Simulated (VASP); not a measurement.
# Si2Ni (Fmmm) in VASP: further runs

Si2Ni is run at these levels: PBE; tasks: single point.

Everything below comes from runs of VASP 6.6.1. Logs are shortened: lines on timing, memory, paths and dates and some standing lists are left out, and cuts for length are marked.

### Step 1. The cell of the first run

The structure is orthorhombic, space group Fmmm (No. 69). Conventional cell: a = 5.406 Å, b = 5.447 Å, c = 5.488 Å, α = 90.00°, β = 90.00°, γ = 90.00°. Within 3.1 Å of Si (site symmetry 222) lie 4 Ni at 2.36 Å and 6 Si at 2.70 to 2.74 Å. Within 3.1 Å of Ni (site symmetry mmm) lie 8 Si at 2.36 Å.

### Step 2. Single point, PBE (strain +0.0075 x Voigt [1, -1, 0, 0, 0, 0])

File INCAR:

```
PREC = Accurate
ENCUT = 520
EDIFF = 1E-6
ISMEAR = 0
SIGMA = 0.15
LREAL = F
LASPH = T
NELM = 100
ALGO = Normal
ISIF = 2
LWAVE = F
LCHARG = F
GGA = PE
NBANDS = 16
```

File KPOINTS:

```
regular mesh
0
Gamma
  16 16 16
```

File POSCAR:

```
Si2Ni
1.0
    0.0000000000      2.7029873036      2.7234129004
    2.7438384972      0.0000000000      2.7234129004
    2.7438384972      2.7029873036      0.0000000000
Si Ni
2 1
Direct
    0.2500000000      0.2500000000      0.2500000000
    0.7500000000      0.7500000000      0.7500000000
    0.0000000000      0.0000000000      0.0000000000
```

Potentials or basis: VASP PAW PBE potentials, release 64 (Si, Ni).

Command:

```console
> cat potpaw_PBE.64/Si/POTCAR potpaw_PBE.64/Ni/POTCAR > POTCAR
> mpirun -np 1 vasp_std > vasp.out
```

OUTCAR:

```text
PREC = Accurate
   ENCUT = 520
   EDIFF = 1E-6
   ISMEAR = 0
   LREAL = F
   LASPH = T
   NELM = 100
   ISIF = 2
   GGA = PE

 ion  position               nearest neighbor table
   1  0.250  0.250  0.250-   3 2.36   3 2.36   3 2.36   3 2.36   2 2.70   2 2.70   2 2.72   2 2.72
                             2 2.74   2 2.74
   2  0.750  0.750  0.750-   3 2.36   3 2.36   3 2.36   3 2.36   1 2.70   1 2.70   1 2.72   1 2.72
                             1 2.74   1 2.74
   3  0.000  0.000  0.000-   2 2.36   1 2.36   2 2.36   1 2.36   2 2.36   2 2.36   1 2.36   1 2.36

  LATTYP: Found a face centered orthorhombic cell.
 ALAT       =     5.4059746072
 B/A-ratio  =     1.0075566751
 C/A-ratio  =     1.0151133502

  Lattice vectors:

 A1 = (  -2.7438384972,   0.0000000000,  -2.7234129004)
 A2 = (  -2.7438384972,   2.7029873036,   0.0000000000)
 A3 = (   0.0000000000,   2.7029873036,  -2.7234129004)

Analysis of symmetry for initial positions (statically):
=====================================================================
 Subroutine PRICEL returns:
 Original cell was already a primitive cell.

 Routine SETGRP: Setting up the symmetry group for a
 face centered orthorhombic supercell.

 Subroutine GETGRP returns: Found  8 space group operations
 (whereof  8 operations were pure point group operations)
 out of a pool of  8 trial point group operations.

The static configuration has the point symmetry D_2h.

Analysis of symmetry for dynamics (positions and initial velocities):
=====================================================================
 Subroutine PRICEL returns:
 Original cell was already a primitive cell.

 Routine SETGRP: Setting up the symmetry group for a
 face centered orthorhombic supercell.

 Subroutine GETGRP returns: Found  8 space group operations
 (whereof  8 operations were pure point group operations)
 out of a pool of  8 trial point group operations.

The dynamic configuration has the point symmetry D_2h.

 Subroutine INISYM returns: Found  8 space group operations
 (whereof  8 operations are pure point group operations),
 and found     1 'primitive' translations

----------------------------------------------------------------------------------------

                                     Primitive cell

  volume of cell :      40.3967

  direct lattice vectors                    reciprocal lattice vectors
     0.000000000  2.702987304  2.723412900    -0.182226469  0.184980521  0.183593167
     2.743838497  0.000000000  2.723412900     0.182226469 -0.184980521  0.183593167
     2.743838497  2.702987304  0.000000000     0.182226469  0.184980521 -0.183593167

  length of vectors
     3.837071564  3.865957517  3.851595781     0.318010582  0.318010582  0.318010582

  position of ions in fractional coordinates (direct lattice)
     0.250000000  0.250000000  0.250000000
     0.750000000  0.750000000  0.750000000
     0.000000000  0.000000000  0.000000000

  ion indices of the primitive-cell ions
   primitive index   ion index
                 1           1
                 2           2
                 3           3

----------------------------------------------------------------------------------------

 KPOINTS: regular mesh

Automatic generation of k-mesh.
 Grid dimensions read from file:
 generate k-points for:   16   16   16

 Generating k-lattice:

  Cartesian coordinates                     Fractional coordinates (reciprocal lattice)
    -0.011389154  0.011561283  0.011474573     0.062500000  0.000000000 -0.000000000
     0.011389154 -0.011561283  0.011474573     0.000000000  0.062500000  0.000000000
     0.011389154  0.011561283 -0.011474573    -0.000000000  0.000000000  0.062500000

  Length of vectors
     0.019875661  0.019875661  0.019875661

  Shift w.r.t. Gamma in fractional coordinates (k-lattice)
     0.000000000  0.000000000  0.000000000

 Subroutine IBZKPT returns following result:
 ===========================================

 Found    621 irreducible k-points:

 Following reciprocal coordinates:
            Coordinates               Weight
  0.000000  0.000000  0.000000      1.000000
  0.062500  0.000000  0.000000      8.000000
  0.125000  0.000000  0.000000      8.000000
  0.187500  0.000000  0.000000      8.000000
  0.250000  0.000000  0.000000      8.000000
  0.312500  0.000000  0.000000      8.000000
[... 16 lines left out ...]
 -0.125000  0.062500 -0.000000      8.000000
 -0.062500  0.062500  0.000000      4.000000
 [... further k-points ...]
   k-points           NKPTS =    621   k-points in BZ     NKDIM =    621   number of bands    NBANDS=     16
   number of dos      NEDOS =    301   number of ions     NIONS =      3
   total plane-waves  NPLWV =  27000
   dimension x,y,z NGX =    30 NGY =   30 NGZ =   30
   dimension x,y,z NGXF=    60 NGYF=   60 NGZF=   60
   ions per type =               2   1
   NGX,Y,Z   is equivalent  to a cutoff of  13.00, 12.90, 12.95 a.u.
   NGXF,Y,Z  is equivalent  to a cutoff of  26.00, 25.80, 25.90 a.u.
 SYSTEM =  unknown system
   PREC   = accura    normal or accurate (medium, high low for compatibility)
   ISTART =      0    job   : 0-new  1-cont  2-samecut
   ICHARG =      2    charge: 1-file 2-atom 10-const
   ISPIN  =      1    spin polarized calculation?
   LNONCOLLINEAR =      F non collinear calculations
   LSORBIT =      F    spin-orbit coupling
   LASPH  =      T    aspherical Exc in radial PAW
   ENCUT  =  520.0 eV  38.22 Ry    6.18 a.u.   7.13  7.19  7.16*2*pi/ulx,y,z
   NELM   =    100;   NELMIN=  2; NELMDL= -5     # of ELM steps
   EDIFF  = 0.1E-05   stopping-criterion for ELM
   LREAL  =      F    real-space projection
   EDIFFG = 0.1E-04   stopping-criterion for IOM
   NSW    =      0    number of steps for IOM
   IBRION =     -1    ionic relax: 0-MD 1-quasi-New 2-CG
   NFREE  =      0    steps in history (QN), initial steepest desc. (CG)
   ISIF   =      2    stress and relaxation
   ISYM   =      2    0-nonsym 1-usesym 2-fastsym
   POTIM  = 0.5000    time-step for ionic-motion
   TEBEG  =    0.0;   TEEND  =   0.0 temperature during run
   PSTRESS=    0.0 pullay stress
   NELECT =      18.0000    total number of electrons
   NUPDOWN=      -1.0000    fix difference up-down
   EMIN   =  10.00;   EMAX   =-10.00  energy-range for DOS
   EFERMI =   0.00;   METHOD = LEGACY
   ISMEAR =     0;   SIGMA  =   0.15  broadening in eV -4-tet -1-fermi 0-gaus
   EFERMI_NEDOS =   21; number of points for ismear=-14 and -15
   IALGO  =     38    algorithm
   IMIX   =      4    mixing-type and parameters
     AMIX     =   0.40;   BMIX     =  1.00
     AMIX_MAG =   1.60;   BMIX_MAG =  1.00
  volume/ion in A,a.u.               =      13.47        90.87
  Fermi-wavevector in a.u.,A,eV,Ry     =   1.250404  2.362921 21.272844  1.563510
  Thomas-Fermi vector in A             =   2.384400
   LORBIT       =      0    0 simple, 1 ext, 2 COOP (PROOUT), +10 PAW based schemes
   GGA     = PE    functional components
   LHFCALC =     F    Hartree Fock is set to
   AEXX    =    0.0000 exact exchange contribution
   IVDW    =     0    specifies the selected vdW correction
   LEPSILON=     F    determine dielectric tensor
   LRPA    =     F    only Hartree local field effects (RPA)
 non-spin polarized calculation
 Gauss-broadening in eV      SIGMA  =   0.15
  energy-cutoff  :      520.00
  volume of cell :       40.40
 maximum number of plane-waves:      1106
 NGX is ok and might be reduce to    30
   NGX = 15   NGY = 15   NGZ = 15

 number of electron      17.9999992 magnetization

 Free energy of the ion-electron system (eV)
  ---------------------------------------------------
  ext. energy  EPLUGINS =         0.00000000
  ---------------------------------------------------
  free energy    TOTEN  =       -17.37311764 eV

  energy without entropy =      -17.36253795  energy(sigma->0) =      -17.36782779

 E-fermi :  10.0933     XC(G=0): -11.4835

 val. band max:       10.0901857888   @ k =   0.3125  -0.1250   0.2500
 cond. band min:      10.0972105173   @ k =  -0.1875   0.0625   0.0625
 fundamental gap:      0.0070247285
 Fermi energy:        10.0932589011

 k-point     1 :       0.0000    0.0000    0.0000
  band No.  band energies     occupation
      1      -3.5167      2.00000
      2       5.0410      2.00000
      3       5.0675      2.00000
      4       5.0929      2.00000
      5       6.7168      2.00000
      6       6.7528      2.00000
[... 8 lines left out ...]
     15      14.7992      0.00000
     16      15.0430      0.00000

 k-point     2 :       0.0625    0.0000    0.0000
  band No.  band energies     occupation
      1      -3.4598      2.00000
      2       4.9394      2.00000
      3       5.0731      2.00000
      4       5.1016      2.00000
      5       6.7059      2.00000
      6       6.7417      2.00000
[... 8 lines left out ...]
     15      14.6006      0.00000
     16      14.8374      0.00000

 k-point     3 :       0.1250    0.0000    0.0000
  band No.  band energies     occupation
      1      -3.2893      2.00000
      2       4.5879      2.00000
      3       5.1261      2.00000
      4       5.1512      2.00000
      5       6.6787      2.00000
      6       6.7136      2.00000
[... 8 lines left out ...]
     15      14.3977      0.00000
     16      14.6299      0.00000

 k-point     4 :       0.1875    0.0000    0.0000
  band No.  band energies     occupation
      1      -3.0071      2.00000
      2       4.0423      2.00000
      3       5.2076      2.00000
      4       5.2262      2.00000
      5       6.6503      2.00000
      6       6.6828      2.00000
[... 8 lines left out ...]
     15      14.7733      0.00000
     16      15.3337      0.00000
[... 324 lines left out ...]
 k-point    22 :      -0.1875    0.0625    0.0000
  band No.  band energies     occupation
      1      -2.8387      2.00000
      2       3.8066      2.00000
      3       5.1489      2.00000
      4       5.3184      2.00000
      5       6.5615      2.00000
      6       6.7347      2.00000
[... 8 lines left out ...]
     15      15.0531      0.00000
     16      16.3025      0.00000

 k-point    23 :      -0.1250    0.0625   -0.0000
  band No.  band energies     occupation
      1      -3.1573      2.00000
      2       4.3783      2.00000
      3       5.0977      2.00000
      4       5.2165      2.00000
      5       6.6147      2.00000
      6       6.7359      2.00000
[... 8 lines left out ...]
     15      14.6330      0.00000
     16      15.3981      0.00000

 k-point    24 :      -0.0625    0.0625    0.0000
  band No.  band energies     occupation
      1      -3.3650      2.00000
      2       4.7655      2.00000
      3       5.0751      2.00000
      4       5.1363      2.00000
      5       6.6718      2.00000
      6       6.7409      2.00000
[... 8 lines left out ...]
     15      14.3590      0.00000
     16      15.0242      0.00000

 [... further k-points ...]

------------------------ aborting loop because EDIFF is reached ----------------------------------------

  FORCE on cell =-STRESS in cart. coord.  units (eV):
  Direction    XX          YY          ZZ          XY          YZ          ZX
  --------------------------------------------------------------------------------------
  -------------------------------------------------------------------------------------
  Total       -0.1363273      0.0394157     -0.0489454      0.0000000      0.0000000      0.0000000
  in kB       -5.4068865      1.5632712     -1.9412275      0.0000000      0.0000000      0.0000000
  external PRESSURE =      -1.9282809 kB  Pullay stress =       0.0000000 kB

 VOLUME and BASIS-vectors are now :
 -----------------------------------------------------------------------------
  energy-cutoff  :      520.00
  volume of cell :       40.40
      direct lattice vectors                 reciprocal lattice vectors
     0.000000000  2.702987304  2.723412900    -0.182226469  0.184980521  0.183593167
     2.743838497  0.000000000  2.723412900     0.182226469 -0.184980521  0.183593167
     2.743838497  2.702987304  0.000000000     0.182226469  0.184980521 -0.183593167

 POSITION                                       TOTAL-FORCE (eV/Angst)
 -----------------------------------------------------------------------------------
      1.37192      1.35149      1.36171         0.000000     -0.000000      0.000000
      4.11576      4.05448      4.08512        -0.000000      0.000000      0.000000
      0.00000      0.00000      0.00000        -0.000000      0.000000     -0.000000
 -----------------------------------------------------------------------------------
    total drift:                                0.000000     -0.000000     -0.000000

  FREE ENERGIE OF THE ION-ELECTRON SYSTEM (eV)
  ---------------------------------------------------
  free  energy   TOTEN  =       -17.3731176409 eV

  energy  without entropy=      -17.3625379480  energy(sigma->0) =      -17.36782779
```

It took 2.8 min on 1 thread of Intel Xeon 6975P-C (Granite Rapids), shared host; peak memory 0.48 GiB.

Results:

```yaml
Free_energy: -17.3731 eV
Pressure: -0.2 GPa
Band_gap_on_the_k_mesh: zero (bands 9 and 10 overlap by 2.18 eV)
```

Stress tensor (GPa, compression positive):
```
-0.54  0.00  0.00
 0.00  0.16  0.00
 0.00  0.00 -0.19
```

Caveat: the cell differs from its parent crystal (strain +0.0075 x Voigt [1, -1, 0, 0, 0, 0]).

### Step 3. Single point, PBE (strain +0.0025 x Voigt [1, -1, 0, 0, 0, 0])

File INCAR:

```
PREC = Accurate
ENCUT = 520
EDIFF = 1E-7
ISMEAR = 0
SIGMA = 0.15
LREAL = False
LASPH = True
NELM = 60
ALGO = Normal
ISIF = 2
LWAVE = False
LCHARG = False
GGA = PE
NBANDS = 16
```

File KPOINTS:

```
Automatic mesh
0
Gamma
  16 16 16
```

File POSCAR:

```
Si2Ni
1.0
    0.0000000000      2.7166043681      2.7234129004
    2.7302214327      0.0000000000      2.7234129004
    2.7302214327      2.7166043681      0.0000000000
Si Ni
2 1
Direct
    0.2500000000      0.2500000000      0.2500000000
    0.7500000000      0.7500000000      0.7500000000
    0.0000000000      0.0000000000      0.0000000000
```

Potentials or basis: VASP PAW PBE potentials, release 64 (Si, Ni).

Command:

```console
> cat potpaw_PBE.64/Si/POTCAR potpaw_PBE.64/Ni/POTCAR > POTCAR
> mpirun -np 1 vasp_std > vasp.out
```

OUTCAR:

```text
PREC = Accurate
   ENCUT = 520
   EDIFF = 1E-7
   ISMEAR = 0
   LREAL = False
   LASPH = True
   NELM = 60
   ISIF = 2
   GGA = PE

 ion  position               nearest neighbor table
   1  0.250  0.250  0.250-   3 2.36   3 2.36   3 2.36   3 2.36   2 2.72   2 2.72   2 2.72   2 2.72
                             2 2.73   2 2.73
   2  0.750  0.750  0.750-   3 2.36   3 2.36   3 2.36   3 2.36   1 2.72   1 2.72   1 2.72   1 2.72
                             1 2.73   1 2.73
   3  0.000  0.000  0.000-   2 2.36   2 2.36   2 2.36   1 2.36   2 2.36   1 2.36   1 2.36   1 2.36

  LATTYP: Found a face centered orthorhombic cell.
 ALAT       =     5.4332087362
 B/A-ratio  =     1.0025062657
 C/A-ratio  =     1.0050125314

  Lattice vectors:

 A1 = (  -2.7302214327,   0.0000000000,  -2.7234129004)
 A2 = (  -2.7302214327,   2.7166043681,   0.0000000000)
 A3 = (   0.0000000000,   2.7166043681,  -2.7234129004)

Analysis of symmetry for initial positions (statically):
=====================================================================
 Subroutine PRICEL returns:
 Original cell was already a primitive cell.

 Routine SETGRP: Setting up the symmetry group for a
 face centered orthorhombic supercell.

[... 172 lines left out ...]
 cond. band min:      10.0931727659   @ k =  -0.1250   0.3125   0.3750
 fundamental gap:      0.0003989877
 Fermi energy:        10.0929668539

 k-point     1 :       0.0000    0.0000    0.0000
  band No.  band energies     occupation
      1      -3.5163      2.00000
      2       5.0574      2.00000
      3       5.0661      2.00000
      4       5.0747      2.00000
      5       6.7278      2.00000
      6       6.7398      2.00000
[... 433 lines left out ...]
      3       5.0738      2.00000
      4       5.1334      2.00000
      5       6.6755      2.00000
      6       6.7352      2.00000
[... 8 lines left out ...]
     15      14.2803      0.00000
     16      15.0241      0.00000

 [... further k-points ...]

------------------------ aborting loop because EDIFF is reached ----------------------------------------

  FORCE on cell =-STRESS in cart. coord.  units (eV):
  Direction    XX          YY          ZZ          XY          YZ          ZX
  --------------------------------------------------------------------------------------
  -------------------------------------------------------------------------------------
  Total       -0.0560269      0.0011992     -0.0274241      0.0000000     -0.0000000      0.0000000
  in kB       -2.2219767      0.0475581     -1.0876141      0.0000000     -0.0000000      0.0000000
  external PRESSURE =      -1.0873442 kB  Pullay stress =       0.0000000 kB

 VOLUME and BASIS-vectors are now :
 -----------------------------------------------------------------------------
  energy-cutoff  :      520.00
  volume of cell :       40.40
      direct lattice vectors                 reciprocal lattice vectors
     0.000000000  2.716604368  2.723412900    -0.183135329  0.184053300  0.183593167
     2.730221433  0.000000000  2.723412900     0.183135329 -0.184053300  0.183593167
     2.730221433  2.716604368  0.000000000     0.183135329  0.184053300 -0.183593167

 POSITION                                       TOTAL-FORCE (eV/Angst)
 -----------------------------------------------------------------------------------
      1.36511      1.35830      1.36171        -0.000000     -0.000000      0.000000
      4.09533      4.07491      4.08512         0.000000      0.000000      0.000000
      0.00000      0.00000      0.00000        -0.000000      0.000000     -0.000000
 -----------------------------------------------------------------------------------
    total drift:                                0.000000     -0.000000     -0.000000

  FREE ENERGIE OF THE ION-ELECTRON SYSTEM (eV)
  ---------------------------------------------------
  free  energy   TOTEN  =       -17.3736969175 eV

  energy  without entropy=      -17.3629566076  energy(sigma->0) =      -17.36832676
```

OSZICAR:

```text
N       E                     dE             d eps       ncg     rms          rms(c)
DAV:   1     0.641560633495E+02    0.64156E+02   -0.77880E+03 19976   0.115E+03
DAV:   2    -0.160402225409E+02   -0.80196E+02   -0.73317E+02 22032   0.212E+02
DAV:   3    -0.193297590896E+02   -0.32895E+01   -0.32333E+01 26120   0.470E+01
DAV:   4    -0.193804927717E+02   -0.50734E-01   -0.50705E-01 23384   0.559E+00
DAV:   5    -0.193818319237E+02   -0.13392E-02   -0.13391E-02 26480   0.957E-01    0.162E+01
DAV:   6    -0.243906950394E+02   -0.50089E+01   -0.41336E+01 20512   0.150E+02    0.255E+01
DAV:   7    -0.175282488563E+02    0.68624E+01   -0.12424E+01 24960   0.925E+01    0.386E+00
DAV:   8    -0.174143435932E+02    0.11391E+00   -0.16885E+00 26768   0.210E+01    0.263E+00
DAV:   9    -0.173758748142E+02    0.38469E-01   -0.26259E-01 23520   0.895E+00    0.693E-01
DAV:  10    -0.173736092087E+02    0.22656E-02   -0.91214E-03 28752   0.179E+00    0.321E-01
DAV:  11    -0.173736660240E+02   -0.56815E-04   -0.11893E-03 25248   0.350E-01    0.436E-02
DAV:  12    -0.173736948277E+02   -0.28804E-04   -0.46877E-05 26824   0.452E-02    0.259E-02
DAV:  13    -0.173736964918E+02   -0.16641E-05   -0.23005E-05 22488   0.858E-02    0.719E-03
DAV:  14    -0.173736968294E+02   -0.33761E-06   -0.14298E-06 25608   0.114E-02    0.368E-03
DAV:  15    -0.173736969175E+02   -0.88112E-07   -0.24010E-07 22600   0.116E-02
   1 F= -.17373697E+02 E0= -.17368327E+02  d E =-.107403E-01
```

Run time: 3.3 min. Hardware: 1 thread of Intel Xeon 6975P-C (Granite Rapids), shared host; peak memory 0.49 GiB.

What came out:

```
Free energy            : -17.3737 eV
Pressure               : -0.1 GPa
Band gap on the k mesh : zero (bands 9 and 10 overlap by 2.15 eV)
```

Stress tensor (GPa, compression positive):
```
-0.22  0.00  0.00
 0.00  0.00  0.00
 0.00  0.00 -0.11
```

Caveat: the cell differs from its parent crystal (strain +0.0025 x Voigt [1, -1, 0, 0, 0, 0]).
